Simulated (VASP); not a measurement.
## La2LuN3: relaxation of cell and atoms with PBE

The system is La2LuN3.

```xyz
6
Lattice="3.5593 0.0000 0.0000 0.0000 3.5593 0.0000 0.0000 0.0000 9.8508" Properties=species:S:1:pos:R:3 pbc="T T T"
La    1.7796    1.7796    2.4948
La    1.7796    1.7796    7.3560
Lu    0.0000    0.0000    0.0000
N     0.0000    0.0000    7.5866
N     0.0000    0.0000    2.2642
N     1.7796    1.7796    0.0000
```

The cell was generated, and may not be a known phase.

- Program: VASP 6.6.1
- Task: relaxation of cell and atoms
- Functional: PBE
- Potentials or basis: VASP PAW PBE potentials, release 64 (La, Lu, N)
- Cutoff: 600 eV
- k mesh: 6 × 6 × 2
- Occupations: gaussian, width 0.1 eV
- Spin: no spin polarisation
- Dipole correction: no
- Further INCAR settings: ALGO = Normal; EDIFF = 1e-07; IBRION = 2; EDIFFG = -0.04; NSW = 90; ISIF = 3

```
Relaxed volume                        : 20.83 Å³/atom
Relaxed cell                          : a = 3.556 Å, b = 3.556 Å, c = 9.885 Å, α = 90.00°, β = 90.00°, γ = 90.00°
Space group after relaxing (to 0.1 Å) : P4/mmm (No. 123)
Energy gained by relaxing             : 0.2 meV/atom
Ionic steps                           : 2
Pressure after relaxing               : 0.0 GPa
Largest force after relaxing          : 0.034 eV/Å
Band gap on the k mesh                : zero (bands 31 and 32 overlap by 0.12 eV)
```

Forces on the atoms (eV/Å):
```
La   0.000  0.000 -0.034
La   0.000  0.000  0.034
Lu   0.000  0.000  0.000
N    0.000  0.000  0.019
N    0.000  0.000 -0.019
N    0.000  0.000  0.000
```

Step by step:
```
step  energy change (eV)  largest force (eV/Å)  pressure (GPa)  volume (Å³)
   1              0.0000                0.0783            0.09       124.79
   2             -0.0012                0.0344            0.03       125.01
```

Final structure:
```
CELL_PARAMETERS angstrom
3.55610 0.00000 0.00000
0.00000 3.55610 0.00000
0.00000 0.00000 9.88532
ATOMIC_POSITIONS crystal
La 0.50000 0.50000 0.25306
La 0.50000 0.50000 0.74694
Lu 0.00000 0.00000 0.00000
N 0.00000 0.00000 0.76977
N 0.00000 0.00000 0.23023
N 0.50000 0.50000 0.00000
```

Levels at points of the mesh, in eV from the Fermi level:
```csv
k point,band 28,band 29,band 30,band 31,band 32,band 33,band 34,band 35
"(0.00, 0.00, 0.00)",-0.81,-0.81,-0.44,-0.44,-0.14,0.04,0.64,2.07
"(0.50, 0.00, 0.00)",-2.19,-2.19,-1.91,-1.77,1.77,2.02,3.00,3.15
"(0.50, 0.50, 0.00)",-1.00,-0.91,-0.02,-0.02,1.72,1.72,2.21,2.21
"(0.00, 0.00, 0.50)",-0.81,-0.81,-0.44,-0.44,0.06,0.60,0.90,2.12
"(0.50, 0.00, 0.50)",-2.19,-2.06,-2.03,-2.02,2.17,2.45,2.96,3.20
"(0.50, 0.50, 0.50)",-1.04,-1.01,-0.02,-0.02,1.47,1.47,3.01,3.01
```

It took 5.5 min on 1 thread of Intel(R) Xeon(R) Platinum 8259CL CPU @ 2.50GHz (Skylake/Cascade Lake), with other jobs on the host, peak memory 0.33 GiB.

Caveat: semilocal functionals underestimate gaps, and a narrow one can read as zero; spin-orbit coupling is left out, which moves the levels of the heavy elements.
